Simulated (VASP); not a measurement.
Here is a VASP 6.6.1 calculation.

File INCAR:

```
PREC = Accurate ; ENCUT = 520
EDIFF = 1E-7 ; ISMEAR = 0
SIGMA = 0.1 ; LREAL = False
LASPH = True ; NELM = 80
ALGO = Normal ; ISIF = 2
LWAVE = False ; LCHARG = False
GGA = PE ; NBANDS = 18
```

The input KPOINTS:

```
regular mesh
0
Gamma
  6 6 4
```

The input POSCAR:

```
LiGeH3
1.0
    3.4961907619      0.0000000000      0.0000000000
    0.0000000000      3.4961907619      0.0000000000
    0.0000000000      0.0000000000      5.6454849367
Li Ge H
1 1 3
Direct
    0.0000000000      0.0000000000      0.5000000000
    0.5000000000      0.5000000000      0.5000000000
    0.0000000000      0.0000000000      0.1713274146
    0.0000000000      0.0000000000      0.8286725854
    0.0000000000      0.0000000000      0.0000000000
```

Potentials or basis: VASP PAW PBE potentials, release 64 (Li_sv, Ge_d, H).

Command:

```bash
$ cat potpaw_PBE.64/Li_sv/POTCAR potpaw_PBE.64/Ge_d/POTCAR potpaw_PBE.64/H/POTCAR > POTCAR
$ mpirun -np 1 vasp_std > vasp.out
```

**Question.** What does it give for the largest force?

**Answer.** 0.004 eV/Å.

**Question.** Estimate the band gap on the k mesh.

**Answer.** Zero (bands 10 and 11 overlap by 2.74 eV).

Forces in eV/Å, atoms in the order of the input:
```
Li   0.000  0.000  0.000
Ge   0.000  0.000  0.000
H    0.000  0.000  0.004
H    0.000  0.000 -0.004
H    0.000  0.000  0.000
```
